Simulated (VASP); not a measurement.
# C (Fmmm) in VASP: notebook

The runs below take C through single point, with PBEsol+D3(BJ).

All numbers are computed with VASP 6.6.1; they aren't measurements. Logs are shortened: lines on timing, memory, paths and dates and some standing lists are left out, and cuts for length are marked.

### Step 1. The cell of the first run

It takes space group Fmmm (No. 69, orthorhombic). Conventional cell: a = 2.183 Å, b = 3.779 Å, c = 7.083 Å, α = 90.00°, β = 90.00°, γ = 90.00°. Within 1.7 Å of C (site symmetry m2m) lie 3 C at 1.26 Å.

### Step 2. Single point, PBEsol+D3(BJ) (7.31 Å³/atom)

INCAR

```
ALGO = Normal
EDIFF = 1E-6
ENCUT = 520
GGA = PS
ISIF = 2
ISMEAR = 0
IVDW = 12
LASPH = T
LCHARG = F
LREAL = F
LWAVE = F
NBANDS = 11
NELM = 100
PREC = Accurate
SIGMA = 0.03
```

KPOINTS

```
k-points
0
Gamma
  18 18 18
```

POSCAR

```
C
1.0
    0.0000000000      1.8896957608      3.5413525594
    1.0917384700      0.0000000000      3.5413525594
    1.0917384700      1.8896957608      0.0000000000
C
2
Direct
    0.1667066167      0.8332933833      0.1667066167
    0.8332933833      0.1667066167      0.8332933833
```

Potentials or basis: VASP PAW PBE potentials, release 64 (C).

The run is started by

```console
> cat potpaw_PBE.64/C/POTCAR > POTCAR
> mpirun -np 1 vasp_std > vasp.out
```

OUTCAR:

```text
EDIFF = 1E-6
   ENCUT = 520
   GGA = PS
   ISIF = 2
   ISMEAR = 0
   IVDW = 12
   LASPH = T
   LREAL = F
   NELM = 100
   PREC = Accurate
 IVDW          = 12

 ion  position               nearest neighbor table
   1  0.167  0.833  0.167-   2 1.26   2 1.26   2 1.26
   2  0.833  0.167  0.833-   1 1.26   1 1.26   1 1.26

  LATTYP: Found a face centered orthorhombic cell.
 ALAT       =     2.1834769400
 B/A-ratio  =     1.7309051689
 C/A-ratio  =     3.2437737212

  Lattice vectors:

 A1 = (   0.0000000000,   1.8896957608,   3.5413525594)
 A2 = (   1.0917384700,   0.0000000000,   3.5413525594)
 A3 = (   1.0917384700,   1.8896957608,   0.0000000000)

Analysis of symmetry for initial positions (statically):
=====================================================================
 Subroutine PRICEL returns:
 Original cell was already a primitive cell.

 Routine SETGRP: Setting up the symmetry group for a
 face centered orthorhombic supercell.

 Subroutine GETGRP returns: Found  8 space group operations
 (whereof  8 operations were pure point group operations)
 out of a pool of  8 trial point group operations.

The static configuration has the point symmetry D_2h.

Analysis of symmetry for dynamics (positions and initial velocities):
=====================================================================
 Subroutine PRICEL returns:
 Original cell was already a primitive cell.

 Routine SETGRP: Setting up the symmetry group for a
 face centered orthorhombic supercell.

 Subroutine GETGRP returns: Found  8 space group operations
 (whereof  8 operations were pure point group operations)
 out of a pool of  8 trial point group operations.

The dynamic configuration has the point symmetry D_2h.

 Subroutine INISYM returns: Found  8 space group operations
 (whereof  8 operations are pure point group operations),
 and found     1 'primitive' translations

----------------------------------------------------------------------------------------

                                     Primitive cell

  volume of cell :      14.6120

  direct lattice vectors                    reciprocal lattice vectors
     0.000000000  1.889695761  3.541352559    -0.457985144  0.264592857  0.141188993
     1.091738470  0.000000000  3.541352559     0.457985144 -0.264592857  0.141188993
     1.091738470  1.889695761  0.000000000     0.457985144  0.264592857 -0.141188993

  length of vectors
     4.013991532  3.705815813  2.182393859     0.547443242  0.547443242  0.547443242

  position of ions in fractional coordinates (direct lattice)
     0.166706617  0.833293383  0.166706617
     0.833293383  0.166706617  0.833293383

  ion indices of the primitive-cell ions
   primitive index   ion index
                 1           1
                 2           2

----------------------------------------------------------------------------------------

 KPOINTS: k-points

Automatic generation of k-mesh.
 Grid dimensions read from file:
 generate k-points for:   18   18   18

 Generating k-lattice:

  Cartesian coordinates                     Fractional coordinates (reciprocal lattice)
    -0.025443619  0.014699603  0.007843833     0.055555556  0.000000000  0.000000000
     0.025443619 -0.014699603  0.007843833     0.000000000  0.055555556 -0.000000000
     0.025443619  0.014699603 -0.007843833     0.000000000 -0.000000000  0.055555556

  Length of vectors
     0.030413513  0.030413513  0.030413513

  Shift w.r.t. Gamma in fractional coordinates (k-lattice)
     0.000000000  0.000000000  0.000000000

 Subroutine IBZKPT returns following result:
 ===========================================

 Found    865 irreducible k-points:

 Following reciprocal coordinates:
            Coordinates               Weight
  0.000000  0.000000  0.000000      1.000000
  0.055556  0.000000  0.000000      8.000000
  0.111111  0.000000  0.000000      8.000000
  0.166667  0.000000  0.000000      8.000000
  0.222222  0.000000  0.000000      8.000000
  0.277778 -0.000000  0.000000      8.000000
[... 16 lines left out ...]
 -0.277778  0.055556 -0.000000      8.000000
 -0.222222  0.055556  0.000000      8.000000
 [... further k-points ...]
   k-points           NKPTS =    865   k-points in BZ     NKDIM =    865   number of bands    NBANDS=     11
   number of dos      NEDOS =    301   number of ions     NIONS =      2
   total plane-waves  NPLWV =  13440
   dimension x,y,z NGX =    30 NGY =   28 NGZ =   16
   dimension x,y,z NGXF=    60 NGYF=   56 NGZF=   32
   ions per type =               2
   NGX,Y,Z   is equivalent  to a cutoff of  12.42, 12.56, 12.19 a.u.
   NGXF,Y,Z  is equivalent  to a cutoff of  24.85, 25.12, 24.38 a.u.
 SYSTEM =  unknown system
   PREC   = accura    normal or accurate (medium, high low for compatibility)
   ISTART =      0    job   : 0-new  1-cont  2-samecut
   ICHARG =      2    charge: 1-file 2-atom 10-const
   ISPIN  =      1    spin polarized calculation?
   LNONCOLLINEAR =      F non collinear calculations
   LSORBIT =      F    spin-orbit coupling
   LASPH  =      T    aspherical Exc in radial PAW
   ENCUT  =  520.0 eV  38.22 Ry    6.18 a.u.   7.46  6.89  4.06*2*pi/ulx,y,z
   NELM   =    100;   NELMIN=  2; NELMDL= -5     # of ELM steps
   EDIFF  = 0.1E-05   stopping-criterion for ELM
   LREAL  =      F    real-space projection
   EDIFFG = 0.1E-04   stopping-criterion for IOM
   NSW    =      0    number of steps for IOM
   IBRION =     -1    ionic relax: 0-MD 1-quasi-New 2-CG
   NFREE  =      0    steps in history (QN), initial steepest desc. (CG)
   ISIF   =      2    stress and relaxation
   ISYM   =      2    0-nonsym 1-usesym 2-fastsym
   POTIM  = 0.5000    time-step for ionic-motion
   TEBEG  =    0.0;   TEEND  =   0.0 temperature during run
   PSTRESS=    0.0 pullay stress
   NELECT =       8.0000    total number of electrons
   NUPDOWN=      -1.0000    fix difference up-down
   EMIN   =  10.00;   EMAX   =-10.00  energy-range for DOS
   EFERMI =   0.00;   METHOD = LEGACY
   ISMEAR =     0;   SIGMA  =   0.03  broadening in eV -4-tet -1-fermi 0-gaus
   EFERMI_NEDOS =   21; number of points for ismear=-14 and -15
   IALGO  =     38    algorithm
   IMIX   =      4    mixing-type and parameters
     AMIX     =   0.40;   BMIX     =  1.00
     AMIX_MAG =   1.60;   BMIX_MAG =  1.00
  volume/ion in A,a.u.               =       7.31        49.30
  Fermi-wavevector in a.u.,A,eV,Ry     =   1.339270  2.530854 24.404025  1.793645
  Thomas-Fermi vector in A             =   2.467675
   LORBIT       =      0    0 simple, 1 ext, 2 COOP (PROOUT), +10 PAW based schemes
   GGA     = PS    functional components
   LHFCALC =     F    Hartree Fock is set to
   AEXX    =    0.0000 exact exchange contribution
   IVDW    =    12    specifies the selected vdW correction
   LEPSILON=     F    determine dielectric tensor
   LRPA    =     F    only Hartree local field effects (RPA)
 non-spin polarized calculation
 Gauss-broadening in eV      SIGMA  =   0.03
  energy-cutoff  :      520.00
  volume of cell :       14.61
 maximum number of plane-waves:       420
 NGX is ok and might be reduce to    30
   NGX = 15   NGY = 13   NGZ =  9

 number of electron       7.9999999 magnetization

 Free energy of the ion-electron system (eV)
  ---------------------------------------------------
  ext. energy  EPLUGINS =         0.00000000
  ---------------------------------------------------
  free energy    TOTEN  =       -16.91056498 eV

  energy without entropy =      -16.91055203  energy(sigma->0) =      -16.91055850

 E-fermi :   6.4537     XC(G=0): -10.8457

 val. band max:        6.4302544646   @ k =  -0.2778   0.0556   0.3333
 cond. band min:       6.4769975265   @ k =  -0.2222   0.1111   0.3333
 fundamental gap:      0.0467430619
 Fermi energy:         6.4536562738

 k-point     1 :       0.0000    0.0000    0.0000
  band No.  band energies     occupation
      1     -16.1910      2.00000
      2      -3.3313      2.00000
      3       3.8352      2.00000
      4       3.8461      2.00000
      5       8.6106      0.00000
      6      17.4975      0.00000
      7      17.5171      0.00000
      8      23.0468      0.00000
      9      28.5804      0.00000
     10      30.0757      0.00000
     11      34.0581      0.00000

 k-point     2 :       0.0556    0.0000    0.0000
  band No.  band energies     occupation
      1     -16.1002      2.00000
      2      -3.2279      2.00000
      3       3.4845      2.00000
      4       3.6119      2.00000
      5       8.7552      0.00000
      6      17.5958      0.00000
      7      17.9543      0.00000
      8      22.6054      0.00000
      9      28.6385      0.00000
     10      29.9754      0.00000
     11      34.4362      0.00000

 k-point     3 :       0.1111    0.0000    0.0000
  band No.  band energies     occupation
      1     -15.8286      2.00000
      2      -2.9178      2.00000
      3       2.5075      2.00000
      4       3.0058      2.00000
      5       9.1911      0.00000
      6      17.7854      0.00000
      7      19.2163      0.00000
      8      21.3762      0.00000
      9      28.8218      0.00000
     10      29.6584      0.00000
     11      35.4072      0.00000
[... 267 lines left out ...]
 k-point    23 :      -0.2778    0.0556   -0.0000
  band No.  band energies     occupation
      1     -12.9989      2.00000
      2      -4.1360      2.00000
      3      -0.0327      2.00000
      4       0.4794      2.00000
      5      12.6139      0.00000
      6      13.3905      0.00000
      7      18.0855      0.00000
      8      26.0079      0.00000
      9      28.7707      0.00000
     10      29.3426      0.00000
     11      32.6442      0.00000

 k-point    24 :      -0.2222    0.0556    0.0000
  band No.  band energies     occupation
      1     -13.9650      2.00000
      2      -2.3444      2.00000
      3      -0.6248      2.00000
      4       0.6057      2.00000
      5      11.7787      0.00000
      6      15.0689      0.00000
      7      18.1090      0.00000
      8      26.0184      0.00000
      9      27.3029      0.00000
     10      29.7078      0.00000
     11      33.0460      0.00000

 [... further k-points ...]

------------------------ aborting loop because EDIFF is reached ----------------------------------------

 Edisp (eV)   -0.20186

 E8    (eV) :    -0.0981

  FORCE on cell =-STRESS in cart. coord.  units (eV):
  Direction    XX          YY          ZZ          XY          YZ          ZX
  --------------------------------------------------------------------------------------
  -------------------------------------------------------------------------------------
  Total      21.30071    21.34539    -0.23548     0.00000     0.00000     0.00000
  in kB    2335.58117  2340.48006   -25.81960     0.00000     0.00000     0.00000
  external pressure =     1550.08 kB  Pullay stress =        0.00 kB

 VOLUME and BASIS-vectors are now :
 -----------------------------------------------------------------------------
  energy-cutoff  :      520.00
  volume of cell :       14.61
      direct lattice vectors                 reciprocal lattice vectors
     0.000000000  1.889695761  3.541352559    -0.457985144  0.264592857  0.141188993
     1.091738470  0.000000000  3.541352559     0.457985144 -0.264592857  0.141188993
     1.091738470  1.889695761  0.000000000     0.457985144  0.264592857 -0.141188993

 POSITION                                       TOTAL-FORCE (eV/Angst)
 -----------------------------------------------------------------------------------
      1.09174      0.63005      3.54135         0.000000      0.002494      0.000000
      1.09174      3.14934      3.54135         0.000000     -0.002494      0.000000
 -----------------------------------------------------------------------------------
    total drift:                               -0.000000      0.000000     -0.000000

  FREE ENERGIE OF THE ION-ELECTRON SYSTEM (eV)
  ---------------------------------------------------
  free  energy   TOTEN  =       -17.1124200728 eV

  energy  without entropy=      -17.1124071137  energy(sigma->0) =      -17.11241359
```

It took 67 s on 1 thread of AMD EPYC 9R45 (Zen 5), shared host; peak memory 0.21 GiB.

What came out:

```yaml
Free_energy: -17.1124 eV
Pressure: 155.0 GPa
Dispersion_energy_per_atom: -0.101 eV
```

Forces on the atoms (eV/Å):
```
C    0.000  0.002  0.000
C    0.000 -0.002  0.000
```

Caveat: the stress differs along the axes, from -3 to 234 GPa; the PAW data sets were made with another functional, which shifts forces and pressure a little.

[end of part 1 of 3]
